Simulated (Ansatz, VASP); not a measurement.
Te2Mo: VASP beside Ansatz

```
CELL_PARAMETERS angstrom
3.56242 0.00000 0.00000
-1.78121 3.08514 0.00000
0.00000 0.00000 31.56327
ATOMIC_POSITIONS crystal
Te 0.00000 0.00000 0.05676
Te 0.33333 0.66667 0.28899
Te 0.33333 0.66667 0.82440
Te 0.33333 0.66667 0.17560
Te 0.33333 0.66667 0.71101
Te 0.00000 0.00000 0.94324
Mo 0.33333 0.66667 0.00000
Mo 0.00000 0.00000 0.23231
Mo 0.00000 0.00000 0.76769
```

Alike in both runs: functional r2SCAN; k mesh 9 × 9 × 1; occupations fermi-dirac, width 0.05 eV; no spin polarisation.

```csv
,VASP,Ansatz
version,VASP 6.6.1,Ansatz 0.2.0
potentials or method,"VASP PAW PBE potentials, release 64 (Te, Mo_sv)",Ansatz PAW
plane-wave cutoff (eV),520,500
valence electrons in the cell,78,138
task,single point,band structure
```

```csv
,VASP,Ansatz,Ansatz less VASP
gap on the k mesh at the Fermi level (eV),1.08,1.08,-0.001
least direct gap on the mesh (eV),1.08,1.08,-0.001
rms of the force components (eV/Å),0.009,0.009,-0.0004
```

VASP's potentials were made for PBE, not for r2SCAN. Atom by atom the forces differ by 0.012 eV/Å (rms over components). VASP's potentials hold 78 valence electrons a cell and Ansatz's 138, so a difference there can come from the potentials and not from the codes.

Spin-orbit coupling is off throughout.
